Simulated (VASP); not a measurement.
Input of a VASP 6.6.1 run:

The input POSCAR:

```
GaN
1.0
    0.0000000000      2.2489367673      2.1140005613
    2.2489367673      0.0000000000      2.1140005613
    2.2489367673      2.2489367673      0.0000000000
Ga N
1 1
Direct
    0.0000000000      0.0000000000      0.0000000000
    0.7500000000      0.7500000000      0.7500000000
```

The input INCAR.step1:

```
PREC     = Accurate       # precision mode
ENCUT    = 910            # plane-wave cutoff, eV
ISMEAR   = 0              # smearing method
SIGMA    = 0.05           # smearing width, eV
LREAL    = False          # projectors in reciprocal space
LASPH    = True           # aspherical terms in the spheres
NELM     = 120            # most SCF steps
NBANDS   = 16             # bands
GGA      = PE             # functional
ALGO     = Normal         # electronic algorithm
EDIFF    = 1E-5           # SCF threshold, eV
LWAVE    = True           # write WAVECAR
LCHARG   = False          # write CHGCAR
GGA_COMPAT= False
```

File INCAR.step2:

```
PREC     = Accurate       # precision mode
ENCUT    = 910            # plane-wave cutoff, eV
EDIFF    = 1E-6           # SCF threshold, eV
ISMEAR   = 0              # smearing method
SIGMA    = 0.05           # smearing width, eV
LREAL    = False          # projectors in reciprocal space
LASPH    = True           # aspherical terms in the spheres
NELM     = 120            # most SCF steps
ALGO     = Normal         # electronic algorithm
ISIF     = 2              # what is computed and relaxed
LWAVE    = False          # write WAVECAR
LCHARG   = False          # write CHGCAR
METAGGA  = R2SCAN         # meta-GGA
LMIXTAU  = True         
NBANDS   = 16             # bands
ISTART   = 1            
GGA_COMPAT= False
```

The input KPOINTS:

```
Automatic mesh
0
Gamma
  10 10 10
```

Potentials or basis: VASP PAW PBE potentials, release 64 (Ga_d, N_h).

Launch:

```bash
$ cat potpaw_PBE.64/Ga_d/POTCAR potpaw_PBE.64/N_h/POTCAR > POTCAR
$ cp INCAR.step1 INCAR
$ mpirun -np 1 vasp_std > vasp.out
$ cp INCAR.step2 INCAR
$ mpirun -np 1 vasp_std > vasp.out
```

Task: Estimate the band gap on the k mesh.

Result: 2.39 eV, direct.

Task: Estimate the pressure.

Result: 14.7 GPa.

Stress tensor (GPa, compression positive):
```
12.59  0.00  0.00
 0.00 12.59  0.00
 0.00  0.00 18.94
```

Caveat: the cell differs from its parent crystal (strain -0.0600 x Voigt [0, 0, 1, 0, 0, 0]); the cutoff is under 1.25 times the usual one of these potentials, so pressure, stress and relaxed cells hold a basis-set (Pulay) error; the PAW data sets were made with another functional, which shifts forces and pressure a little.
